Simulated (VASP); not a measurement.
# W3C in VASP: relaxation of the atoms with LDA

Aim: the relaxation of the atoms of W3C with LDA.

Program: VASP 6.6.1. These are calculated values, not measurements. Logs are shortened: lines on timing, memory, paths and dates and some standing lists are left out, and cuts for length are marked.

## 1. The cell of the first run

The cell holds a slab with vacuum, 4 atoms: a = 2.809 Å, b = 2.809 Å, c = 20.114 Å, α = 90.00°, β = 90.00°, γ = 120.00°.

## 2. Relaxation of the atoms, LDA

Input file INCAR:

```
SYSTEM = W3C
PREC     = Accurate       ! precision mode
ENCUT    = 520            ! plane-wave cutoff, eV
EDIFF    = 1E-7           ! SCF threshold, eV
ISMEAR   = 0              ! smearing method
SIGMA    = 0.1            ! smearing width, eV
LREAL    = .False.        ! projectors in reciprocal space
LASPH    = .True.         ! aspherical terms in the spheres
NELM     = 120            ! most SCF steps
ALGO     = Normal         ! electronic algorithm
ISIF     = 2              ! what is computed and relaxed
LWAVE    = .False.        ! write WAVECAR
LCHARG   = .False.        ! write CHGCAR
LDIPOL   = .True.       
IDIPOL   = 3            
DIPOL    = 0.5 0.5 0.364
IBRION   = 2              ! ionic algorithm
NSW      = 36             ! ionic steps
EDIFFG   = -0.025         ! ionic threshold
GGA_COMPAT= .False.      
NELMIN   = 4            
NELMDL   = -8           
KPAR     = 4
```

Input file KPOINTS:

```
Automatic mesh
0
Gamma
  12 12 1
  0 0 0
```

Input file POSCAR:

```
W3C
1.0
    2.8090103839      0.0000000000      0.0000000000
   -1.4045051920      2.4326743520      0.0000000000
    0.0000000000      0.0000000000     20.1144288635
W C
3 1
Selective dynamics
Direct
    0.6666666667      0.3333333333      0.1988622211  F F F
    0.3333333333      0.6666666667      0.3135698338  F F F
    0.0000000000      0.0000000000      0.4282711143  F F F
    0.0000000000      0.3333333333      0.5137233542  F F T
```

Potentials or basis: VASP PAW LDA potentials, release 64 (W_sv, C).

On the command line:

```console
$ cat potpaw_LDA.64/W_sv/POTCAR potpaw_LDA.64/C/POTCAR > POTCAR
$ mpirun -np 4 vasp_std > vasp.out
```

OUTCAR:

```text
SYSTEM = W3C
   PREC = Accurate
   ENCUT = 520
   EDIFF = 1E-7
   ISMEAR = 0
   LREAL = .False.
   LASPH = .True.
   NELM = 120
   ISIF = 2
   IBRION = 2
   NSW = 36
   EDIFFG = -0.025
   NELMIN = 4
   NELMDL = -8

 ion  position               nearest neighbor table
   1  0.667  0.333  0.199-   2 2.82   2 2.82   2 2.82
   2  0.333  0.667  0.314-   3 2.82   3 2.82   3 2.82   1 2.82   1 2.82   1 2.82
   3  0.000  0.000  0.428-   4 1.96   4 2.54   2 2.82   2 2.82   2 2.82
   4  0.000  0.333  0.514-   3 1.96   3 2.54

  LATTYP: Found a hexagonal cell.
 ALAT       =     2.8090103839
 C/A-ratio  =     7.1606815620

  Lattice vectors:

 A1 = (   2.8090103839,   0.0000000000,   0.0000000000)
 A2 = (  -1.4045051920,   2.4326743520,   0.0000000000)
 A3 = (   0.0000000000,   0.0000000000,  20.1144288635)

Analysis of symmetry for initial positions (statically):
=====================================================================
 Subroutine PRICEL returns:
 Original cell was already a primitive cell.

 Routine SETGRP: Setting up the symmetry group for a
 hexagonal supercell.

 Subroutine GETGRP returns: Found  1 space group operations
 (whereof  1 operations were pure point group operations)
 out of a pool of 24 trial point group operations.

The static configuration has the point symmetry C_1 .

Analysis of symmetry for dynamics (positions and initial velocities):
=====================================================================
 Subroutine PRICEL returns:
 Original cell was already a primitive cell.

 Routine SETGRP: Setting up the symmetry group for a
 hexagonal supercell.

 Subroutine GETGRP returns: Found  1 space group operations
 (whereof  1 operations were pure point group operations)
 out of a pool of 24 trial point group operations.

The dynamic configuration has the point symmetry C_1 .

Analysis of constrained symmetry for selective dynamics:
=====================================================================
 Subroutine PRICEL returns:
 Original cell was already a primitive cell.

 Routine SETGRP: Setting up the symmetry group for a
 hexagonal supercell.

 Subroutine GETGRP returns: Found  1 space group operations
 (whereof  1 operations were pure point group operations)
 out of a pool of 24 trial point group operations.

The constrained configuration has the point symmetry C_1 .

 Subroutine INISYM returns: Found  1 space group operations
 (whereof  1 operations are pure point group operations),
 and found     1 'primitive' translations

----------------------------------------------------------------------------------------

                                     Primitive cell

  volume of cell :     137.4501

  direct lattice vectors                    reciprocal lattice vectors
     2.809010384  0.000000000  0.000000000     0.355997260  0.205535114  0.000000000
    -1.404505192  2.432674352  0.000000000     0.000000000  0.411070228  0.000000000
     0.000000000  0.000000000 20.114428863     0.000000000  0.000000000  0.049715555

  length of vectors
     2.809010384  2.809010384 20.114428863     0.411070228  0.411070228  0.049715555

  position of ions in fractional coordinates (direct lattice)
     0.666666667  0.333333333  0.198862221
     0.333333333  0.666666667  0.313569834
     0.000000000  0.000000000  0.428271114
     0.000000000  0.333333333  0.513723354

  ion indices of the primitive-cell ions
   primitive index   ion index
                 1           1
                 2           2
                 3           3
                 4           4

----------------------------------------------------------------------------------------

 KPOINTS: Automatic mesh

Automatic generation of k-mesh.
 Grid dimensions read from file:
 generate k-points for:   12   12    1

 Generating k-lattice:

  Cartesian coordinates                     Fractional coordinates (reciprocal lattice)
     0.029666438  0.017127926  0.000000000     0.083333333 -0.000000000  0.000000000
     0.000000000  0.034255852  0.000000000     0.000000000  0.083333333  0.000000000
     0.000000000  0.000000000  0.049715555     0.000000000  0.000000000  1.000000000

  Length of vectors
     0.034255852  0.034255852  0.049715555

  Shift w.r.t. Gamma in fractional coordinates (k-lattice)
     0.000000000  0.000000000  0.000000000

 Subroutine IBZKPT returns following result:
 ===========================================

 Found     74 irreducible k-points:

 Following reciprocal coordinates:
            Coordinates               Weight
  0.000000  0.000000  0.000000      1.000000
  0.083333  0.000000  0.000000      2.000000
  0.000000  0.083333  0.000000      2.000000
 -0.083333  0.083333  0.000000      2.000000
  0.166667  0.000000  0.000000      2.000000
  0.000000  0.166667  0.000000      2.000000
[... 16 lines left out ...]
  0.166667  0.083333  0.000000      2.000000
 -0.083333  0.250000  0.000000      2.000000
 [... further k-points ...]
   k-points           NKPTS =     74   k-points in BZ     NKDIM =     74   number of bands    NBANDS=     27
   number of dos      NEDOS =    301   number of ions     NIONS =      4
   total plane-waves  NPLWV =  86400
   dimension x,y,z NGX =    24 NGY =   24 NGZ =  150
   dimension x,y,z NGXF=    48 NGYF=   48 NGZF=  300
   ions per type =               3   1
   NGX,Y,Z   is equivalent  to a cutoff of  14.20, 14.20, 12.40 a.u.
   NGXF,Y,Z  is equivalent  to a cutoff of  28.41, 28.41, 24.80 a.u.
 SYSTEM =  W3C
   PREC   = accura    normal or accurate (medium, high low for compatibility)
   ISTART =      0    job   : 0-new  1-cont  2-samecut
   ICHARG =      2    charge: 1-file 2-atom 10-const
   ISPIN  =      1    spin polarized calculation?
   LNONCOLLINEAR =      F non collinear calculations
   LSORBIT =      F    spin-orbit coupling
   LASPH  =      T    aspherical Exc in radial PAW
   ENCUT  =  520.0 eV  38.22 Ry    6.18 a.u.   5.22  5.22 37.40*2*pi/ulx,y,z
   NELM   =    120;   NELMIN=  4; NELMDL= -8     # of ELM steps
   EDIFF  = 0.1E-06   stopping-criterion for ELM
   LREAL  =      F    real-space projection
   EDIFFG = -.3E-01   stopping-criterion for IOM
   NSW    =     36    number of steps for IOM
   IBRION =      2    ionic relax: 0-MD 1-quasi-New 2-CG
   NFREE  =      1    steps in history (QN), initial steepest desc. (CG)
   ISIF   =      2    stress and relaxation
   ISYM   =      2    0-nonsym 1-usesym 2-fastsym
   POTIM  = 0.5000    time-step for ionic-motion
   TEBEG  =    0.0;   TEEND  =   0.0 temperature during run
   PSTRESS=    0.0 pullay stress
   NELECT =      46.0000    total number of electrons
   NUPDOWN=      -1.0000    fix difference up-down
   EMIN   =  10.00;   EMAX   =-10.00  energy-range for DOS
   EFERMI =   0.00;   METHOD = LEGACY
   ISMEAR =     0;   SIGMA  =   0.10  broadening in eV -4-tet -1-fermi 0-gaus
   EFERMI_NEDOS =   21; number of points for ismear=-14 and -15
   IALGO  =     38    algorithm
   IMIX   =      4    mixing-type and parameters
     AMIX     =   0.40;   BMIX     =  1.00
     AMIX_MAG =   1.60;   BMIX_MAG =  1.00
  volume/ion in A,a.u.               =      34.36       231.89
  Fermi-wavevector in a.u.,A,eV,Ry     =   1.136613  2.147886 17.577203  1.291888
  Thomas-Fermi vector in A             =   2.273318
   LORBIT       =      0    0 simple, 1 ext, 2 COOP (PROOUT), +10 PAW based schemes
   GGA     = CA    functional components
   LHFCALC =     F    Hartree Fock is set to
   AEXX    =    0.0000 exact exchange contribution
   IVDW    =     0    specifies the selected vdW correction
   LEPSILON=     F    determine dielectric tensor
   LRPA    =     F    only Hartree local field effects (RPA)
 conjugate gradient relaxation of ions
 non-spin polarized calculation
 Gauss-broadening in eV      SIGMA  =   0.10
  energy-cutoff  :      520.00
  volume of cell :      137.45
 maximum number of plane-waves:      3729
 NGX is ok and might be reduce to    24
   NGX = 11   NGY = 11   NGZ = 75

 dipolmoment           0.000000      0.000000     -0.038958 electrons x Angstroem

--------------------------------------- Ionic step        1  -------------------------------------------

 number of electron      46.0000005 magnetization

 Free energy of the ion-electron system (eV)
  ---------------------------------------------------
  ext. energy  EPLUGINS =         0.00000000
  ---------------------------------------------------
  free energy    TOTEN  =       -45.54941478 eV

  energy without entropy =      -45.53375172  energy(sigma->0) =      -45.54158325

------------------------ aborting loop because EDIFF is reached ----------------------------------------

  FORCE on cell =-STRESS in cart. coord.  units (eV):
  Direction    XX          YY          ZZ          XY          YZ          ZX
  --------------------------------------------------------------------------------------
  -------------------------------------------------------------------------------------
  Total       -4.0360109     -4.5066492     -2.8787518     -0.3442732      0.5717646     -0.4709440
  in kB      -47.0454776    -52.5314410    -33.5559689     -4.0129961      6.6647341     -5.4895261
  external PRESSURE =     -44.3776291 kB  Pullay stress =       0.0000000 kB
[... 99 lines left out ...]
  energy  without entropy=      -45.7145295333  energy(sigma->0) =      -45.72207411

--------------------------------------- Ionic step        4  -------------------------------------------

 number of electron      46.0000005 magnetization

 dipolmoment           0.000000      0.000000      0.062474 electrons x Angstroem

 Free energy of the ion-electron system (eV)
  ---------------------------------------------------
  ext. energy  EPLUGINS =         0.00000000
  ---------------------------------------------------
  free energy    TOTEN  =       -45.72963877 eV

  energy without entropy =      -45.71458109  energy(sigma->0) =      -45.72210993

 E-fermi :   0.3498     XC(G=0):  -6.4119

 val. band max:        0.3317638146   @ k =   0.0833   0.0833   0.0000
 cond. band min:       0.3544473913   @ k =  -0.4167   0.3333   0.0000
 fundamental gap:      0.0226835767
 Fermi energy:         0.3498090213

 k-point     1 :       0.0000    0.0000    0.0000
  band No.  band energies     occupation
      1     -72.9272      2.00000
      2     -72.8645      2.00000
      3     -72.7684      2.00000
      4     -37.9282      2.00000
      5     -37.4889      2.00000
      6     -37.0059      2.00000
[... 709 lines left out ...]
     26       1.2640      0.00000
     27       1.8263      0.00000

 [... further k-points ...]

------------------------ aborting loop because EDIFF is reached ----------------------------------------

 vacuum level on the upper side and lower side of the slab       (xc-potential included)         0.793        -0.936

  FORCE on cell =-STRESS in cart. coord.  units (eV):
  Direction    XX          YY          ZZ          XY          YZ          ZX
  --------------------------------------------------------------------------------------
  -------------------------------------------------------------------------------------
  Total       -2.3095520     -2.1629205      0.5886847     -0.7699685      2.4211698     -1.4764545
  in kB      -26.9211307    -25.2119307      6.8619625     -8.9750837     28.2221959    -17.2101887
  external PRESSURE =     -15.0903663 kB  Pullay stress =       0.0000000 kB

 VOLUME and BASIS-vectors are now :
 -----------------------------------------------------------------------------
  energy-cutoff  :      520.00
  volume of cell :      137.45
      direct lattice vectors                 reciprocal lattice vectors
     2.809010384  0.000000000  0.000000000     0.355997260  0.205535114  0.000000000
    -1.404505192  2.432674352  0.000000000     0.000000000  0.411070228  0.000000000
     0.000000000  0.000000000 20.114428863     0.000000000  0.000000000  0.049715555
[... 10 lines left out ...]
  FREE ENERGIE OF THE ION-ELECTRON SYSTEM (eV)
  ---------------------------------------------------
  free  energy   TOTEN  =       -45.7296387665 eV

  energy  without entropy=      -45.7145810920  energy(sigma->0) =      -45.72210993

 reached required accuracy - stopping structural energy minimisation

 vacuum level on the upper side and lower side of the slab         7.445         5.675
```

It took 5.9 min on 4 MPI ranks of Intel Xeon Platinum 8259CL at 2.50GHz (Skylake/Cascade Lake), shared host; peak memory 0.4 GiB.

Results:

| Property | Result |
| --- | --- |
| Free energy | -45.7296 eV |
| Energy gained by relaxing | 45.1 meV/atom |
| Ionic steps | 4 |
| Band gap on the k mesh | zero (bands 23 and 24 overlap by 0.95 eV) |

The path:
```csv
step,energy change (eV),largest force on free atoms (eV/Å),pressure (GPa)
1,0.0000,2.0686,-4.44
2,-0.1537,0.9178,-2.67
3,-0.1802,0.0358,-1.44
4,-0.1802,0.0228,-1.51
```

Final structure:
```yaml
crystal:
  lattice:
    - [2.80901, 0.00000, 0.00000]
    - [-1.40451, 2.43267, 0.00000]
    - [0.00000, 0.00000, 20.11443]
  atoms:
    - { symbol: W, position: [0.66667, 0.33333, 0.19886] }
    - { symbol: W, position: [0.33333, 0.66667, 0.31357] }
    - { symbol: W, position: [0.00000, 0.00000, 0.42827] }
    - { symbol: C, position: [0.00000, 0.33333, 0.50606] }
```

Caveat: spin-orbit coupling is left out, which moves the levels of the heavy elements.

The gap in the log of VASP goes by the Fermi energy; the results here count the filled bands.